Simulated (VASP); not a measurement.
# Al2Pt (Fm-3m) in VASP: a series of runs, part 2 of 2

VASP 6.6.1.

### Step 3. Relaxation of cell and atoms, r2SCAN

This run uses another cell than the first one, of 16.17 Å³/atom, 0.942 times its volume.

Contents of POSCAR:

```
Al2Pt
1.0
    0.0000000000      2.8946769512      2.8946769512
    2.8946769512      0.0000000000      2.8946769512
    2.8946769512      2.8946769512      0.0000000000
Al Pt
2 1
Direct
    0.2500000000      0.2500000000      0.2500000000
    0.7500000000      0.7500000000      0.7500000000
    0.0000000000      0.0000000000      0.0000000000
```

Contents of INCAR.step1:

```
ALGO     = Normal         # electronic algorithm
EDIFF    = 1E-4           # SCF threshold, eV
ENCUT    = 600            # plane-wave cutoff, eV
GGA      = PE             # functional
ISMEAR   = -1             # smearing method
LASPH    = True           # aspherical terms in the spheres
LCHARG   = False          # write CHGCAR
LREAL    = False          # projectors in reciprocal space
LWAVE    = True           # write WAVECAR
NELM     = 100            # most SCF steps
PREC     = Accurate       # precision mode
SIGMA    = 0.05           # smearing width, eV
```

Contents of INCAR.step2:

```
ALGO     = Normal         # electronic algorithm
EDIFF    = 1E-7           # SCF threshold, eV
EDIFFG   = -0.005         # ionic threshold
ENCUT    = 600            # plane-wave cutoff, eV
IBRION   = 2              # ionic algorithm
ISIF     = 3              # what is computed and relaxed
ISMEAR   = -1             # smearing method
ISTART   = 1            
LASPH    = True           # aspherical terms in the spheres
LCHARG   = False          # write CHGCAR
LMIXTAU  = True         
LREAL    = False          # projectors in reciprocal space
LWAVE    = False          # write WAVECAR
METAGGA  = R2SCAN         # meta-GGA
NELM     = 100            # most SCF steps
NSW      = 100            # ionic steps
PREC     = Accurate       # precision mode
SIGMA    = 0.05           # smearing width, eV
```

Contents of KPOINTS:

```
k-points
0
Gamma
  10 10 10
```

Potentials or basis: VASP PAW PBE potentials, release 64 (Al, Pt).

The run is started by

```
> cat potpaw_PBE.64/Al/POTCAR potpaw_PBE.64/Pt/POTCAR > POTCAR
> cp INCAR.step1 INCAR
> mpirun -np 1 vasp_std > vasp.out
> cp INCAR.step2 INCAR
> mpirun -np 1 vasp_std > vasp.out
```

OUTCAR:

```text
EDIFF = 1E-7
   EDIFFG = -0.005
   ENCUT = 600
   IBRION = 2
   ISIF = 3
   ISMEAR = -1
   ISTART = 1
   LASPH = True
   LREAL = False
   METAGGA = R2SCAN
   NELM = 100
   NSW = 100
   PREC = Accurate

 ion  position               nearest neighbor table
   1  0.250  0.250  0.250-   3 2.51   3 2.51   3 2.51   3 2.51   2 2.89   2 2.89   2 2.89   2 2.89
                             2 2.89   2 2.89
   2  0.750  0.750  0.750-   3 2.51   3 2.51   3 2.51   3 2.51   1 2.89   1 2.89   1 2.89   1 2.89
                             1 2.89   1 2.89
   3  0.000  0.000  0.000-   2 2.51   2 2.51   2 2.51   1 2.51   1 2.51   1 2.51   2 2.51   1 2.51

  LATTYP: Found a face centered cubic cell.
 ALAT       =     5.7893539024

  Lattice vectors:

 A1 = (   0.0000000000,   2.8946769512,   2.8946769512)
 A2 = (   2.8946769512,   0.0000000000,   2.8946769512)
 A3 = (   2.8946769512,   2.8946769512,   0.0000000000)

Analysis of symmetry for initial positions (statically):
=====================================================================
 Subroutine PRICEL returns:
 Original cell was already a primitive cell.

 Routine SETGRP: Setting up the symmetry group for a
 face centered cubic supercell.

 Subroutine GETGRP returns: Found 48 space group operations
 (whereof 48 operations were pure point group operations)
 out of a pool of 48 trial point group operations.

The static configuration has the point symmetry O_h .

Analysis of symmetry for dynamics (positions and initial velocities):
=====================================================================
 Subroutine PRICEL returns:
 Original cell was already a primitive cell.

 Routine SETGRP: Setting up the symmetry group for a
 face centered cubic supercell.

 Subroutine GETGRP returns: Found 48 space group operations
 (whereof 48 operations were pure point group operations)
 out of a pool of 48 trial point group operations.

The dynamic configuration has the point symmetry O_h .

[... 154 lines left out ...]
  Direction    XX          YY          ZZ          XY          YZ          ZX
  --------------------------------------------------------------------------------------
  -------------------------------------------------------------------------------------
  Total        2.8095019      2.8095019      2.8095019      0.0000000     -0.0000000      0.0000000
  in kB       92.7918021     92.7918021     92.7918021      0.0000000     -0.0000000      0.0000000
  external PRESSURE =      92.7918021 kB  Pullay stress =       0.0000000 kB
[... 92 lines left out ...]
  FREE ENERGIE OF THE ION-ELECTRON SYSTEM (eV)
  ---------------------------------------------------
  free  energy   TOTEN  =       -67.9166486131 eV

  energy  without entropy=      -67.9079185363  energy(sigma->0) =      -67.91228357

[... ionic steps 4 to 13 ...]

--------------------------------------- Ionic step       14  -------------------------------------------

 number of electron      16.0000000 magnetization

------------------------ aborting loop because EDIFF is reached ----------------------------------------
[... 69 lines left out ...]
--------------------------------------- Ionic step       16  -------------------------------------------

 number of electron      16.0000000 magnetization

 Free energy of the ion-electron system (eV)
  ---------------------------------------------------
  ext. energy  EPLUGINS =         0.00000000
  ---------------------------------------------------
  free energy    TOTEN  =       -67.91666663 eV

  energy without entropy =      -67.90793230  energy(sigma->0) =      -67.91229946

 E-fermi :   7.8438     XC(G=0): -11.4837

 val. band max:        7.8071347868   @ k =   0.5000   0.3000   0.1000
 cond. band min:       7.9426257947   @ k =   0.5000   0.2000   0.0000
 fundamental gap:      0.1354910079
 Fermi energy:         7.8437979665

 k-point     1 :       0.0000    0.0000    0.0000
  band No.  band energies     occupation
      1      -2.9298      2.00000
      2       2.5024      2.00000
      3       2.5024      2.00000
      4       2.5024      2.00000
      5       3.9245      2.00000
      6       3.9245      2.00000
      7      11.5623      0.00000
      8      11.8276      0.00000
      9      11.8276      0.00000
     10      11.8276      0.00000
     11      13.6624      0.00000
     12      13.6624      0.00000
[... 331 lines left out ...]
 k-point    24 :       0.4000    0.3000    0.0000
  band No.  band energies     occupation
      1      -0.5487      2.00000
      2       1.6684      2.00000
      3       2.8610      2.00000
      4       3.3475      2.00000
      5       3.5415      2.00000
      6       4.3305      2.00000
      7       5.3747      2.00000
      8       7.1802      2.00000
      9       7.2145      1.99999
     10      11.5454      0.00000
     11      12.1126      0.00000
     12      15.8777      0.00000

 [... further k-points ...]

------------------------ aborting loop because EDIFF is reached ----------------------------------------

  FORCE on cell =-STRESS in cart. coord.  units (eV):
  Direction    XX          YY          ZZ          XY          YZ          ZX
  --------------------------------------------------------------------------------------
  -------------------------------------------------------------------------------------
  Total        0.0130240      0.0130240      0.0130240      0.0000000     -0.0000000      0.0000000
  in kB        0.4063335      0.4063335      0.4063335      0.0000000     -0.0000000      0.0000000
  external PRESSURE =       0.4063335 kB  Pullay stress =       0.0000000 kB
[... 18 lines left out ...]
  FREE ENERGIE OF THE ION-ELECTRON SYSTEM (eV)
  ---------------------------------------------------
  free  energy   TOTEN  =       -67.9166666250 eV

  energy  without entropy=      -67.9079322989  energy(sigma->0) =      -67.91229946

 reached required accuracy - stopping structural energy minimisation
```

OUTCAR.step1:

```text
EDIFF = 1E-4
   ENCUT = 600
   GGA = PE
   ISMEAR = -1
   LASPH = True
   LREAL = False
[... 585 lines left out ...]
      1.44734      1.44734      1.44734         0.000000      0.000000      0.000000
      4.34202      4.34202      4.34202        -0.000000     -0.000000      0.000000
      0.00000      0.00000      0.00000        -0.000000     -0.000000     -0.000000
 -----------------------------------------------------------------------------------
    total drift:                               -0.000000      0.000000      0.000000

  FREE ENERGIE OF THE ION-ELECTRON SYSTEM (eV)
  ---------------------------------------------------
  free  energy   TOTEN  =       -16.1218591374 eV

  energy  without entropy=      -16.1129472822  energy(sigma->0) =      -16.11740321
```

OSZICAR.step1:

```text
N       E                     dE             d eps       ncg     rms          rms(c)
DAV:   1     0.587364694545E+02    0.58736E+02   -0.74446E+03  1144   0.129E+03
DAV:   2    -0.144905998647E+02   -0.73227E+02   -0.66283E+02  1284   0.204E+02
DAV:   3    -0.167105932875E+02   -0.22200E+01   -0.21733E+01  1428   0.347E+01
DAV:   4    -0.167314482641E+02   -0.20855E-01   -0.20849E-01  1324   0.392E+00
DAV:   5    -0.167317449764E+02   -0.29671E-03   -0.29670E-03  1428   0.497E-01    0.955E+00
DAV:   6    -0.162311675601E+02    0.50058E+00   -0.24729E+00  1312   0.157E+01    0.247E+00
DAV:   7    -0.161529002106E+02    0.78267E-01   -0.16730E-01  1252   0.428E+00    0.182E+00
DAV:   8    -0.161217125672E+02    0.31188E-01   -0.26913E-02  1324   0.168E+00    0.247E-01
DAV:   9    -0.161217407593E+02   -0.28192E-04   -0.16856E-03  1356   0.408E-01    0.161E-01
DAV:  10    -0.161218616317E+02   -0.12087E-03   -0.29933E-04  1252   0.149E-01    0.156E-02
DAV:  11    -0.161218591374E+02    0.24944E-05   -0.13160E-05   688   0.408E-02
   1 F= -.16121859E+02 E0= -.16117403E+02  d E =-.891186E-02
```

Run time: 7.1 min. Hardware: 1 thread of Intel Xeon 6975P-C (Granite Rapids), shared host; peak memory 0.24 GiB.

Results:

| Property | Result |
| --- | --- |
| Free energy | -67.9167 eV |
| Relaxed volume | 17.12 Å³/atom |
| Relaxed cell | a = 4.172 Å, b = 4.172 Å, c = 4.172 Å, α = 60.00°, β = 60.00°, γ = 60.00° |
| Space group after relaxing (to 0.05 Å) | Fm-3m (No. 225) |
| Energy gained by relaxing | 26.0 meV/atom |
| Ionic steps | 16 |
| Pressure after relaxing | 0.0 GPa |
| Band gap on the k mesh | zero (band 8 reaches 11.83 eV, above the bottom of band 9 at 6.13 eV) |

The path:
```csv
step,energy change (eV),largest force (eV/Å),pressure (GPa),volume (Å³)
1,0.0000,0.0000,9.28,48.51
2,0.0450,0.0000,-9.12,55.39
3,-0.0781,0.0000,-0.09,51.40
4,-0.0781,0.0000,0.07,51.34
5,-0.0781,0.0000,0.07,51.34
6,-0.0781,0.0000,0.07,51.35
7,-0.0781,0.0000,0.07,51.35
8,-0.0781,0.0000,0.07,51.35
9,-0.0781,0.0000,0.07,51.35
10,-0.0781,0.0000,0.07,51.35
11,-0.0781,0.0000,0.07,51.35
12,-0.0781,0.0000,0.06,51.35
13,-0.0781,0.0000,0.06,51.35
14,-0.0781,0.0000,0.06,51.35
15,-0.0781,0.0000,0.05,51.35
16,-0.0781,0.0000,0.04,51.35
```

Final structure:
```yaml
crystal:
  lattice:
    - [0.00000, 2.95017, 2.95017]
    - [2.95017, 0.00000, 2.95017]
    - [2.95017, 2.95017, 0.00000]
  atoms:
    - { symbol: Al, position: [0.25000, 0.25000, 0.25000] }
    - { symbol: Al, position: [0.75000, 0.75000, 0.75000] }
    - { symbol: Pt, position: [0.00000, 0.00000, 0.00000] }
```

Levels at points of the mesh, in eV from the Fermi level:
```csv
k point,band 6,band 7,band 8,band 9,band 10,band 11
"(0.00, 0.00, 0.00)",-3.92,3.72,3.98,3.98,3.98,5.82
"(0.50, 0.00, 0.00)",-3.66,-3.66,1.05,1.05,4.35,5.56
"(0.50, 0.50, 0.00)",-3.62,-3.38,-1.71,-1.71,3.60,3.75
```

Caveat: the PAW data sets were made with another functional, which shifts forces and pressure a little; spin-orbit coupling is left out, which moves the levels of the heavy elements. Zero-point motion and thermal expansion aren't in these numbers.
